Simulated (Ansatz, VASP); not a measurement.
# TiAl3 in VASP and in Ansatz

```xyz
8
Lattice="5.5963 0.0000 0.0000 -2.7981 4.8465 0.0000 0.0000 0.0000 4.6721" Properties=species:S:1:pos:R:3 pbc="T T T"
Ti    2.7981    1.6155    1.1680
Ti    0.0000    3.2310    3.5041
Al    0.0000    1.6040    1.1680
Al   -1.4090    4.0445    1.1680
Al    1.4090    4.0445    1.1680
Al    1.3891    0.8020    3.5041
Al    4.2072    0.8020    3.5041
Al    2.7981    3.2425    3.5041
```

Change from the starting cell: species swapped into the La3Mg type (P6_3/mmc, No. 194).

Alike in both runs: task relaxation of cell and atoms; functional PBE; k mesh 6 × 6 × 4; occupations gaussian, width 0.1 eV; no spin polarisation.

|  | VASP | Ansatz |
| --- | --- | --- |
| version | VASP 6.6.1 | Ansatz 0.2.0 |
| potentials or method | VASP PAW PBE potentials, release 64 (Ti_sv, Al), cutoff 600 eV | scalar-relativistic, plane waves, PAW |
| valence electrons in the cell | 42 | 42 |

VASP gave:

- gap on the k mesh at the Fermi level, each at its own relaxed structure (eV): none
- relaxed volume (Å³/atom): 15.89
- relaxed cell length with the largest relative difference (Å): 4.741

Q: Which values does Ansatz return?

A: gap on the k mesh at the Fermi level, each at its own relaxed structure (eV): none; relaxed volume (Å³/atom): 15.88; relaxed cell length with the largest relative difference (Å): 4.736.

A gap of «none» marks a metal or a gap that the smearing closes.
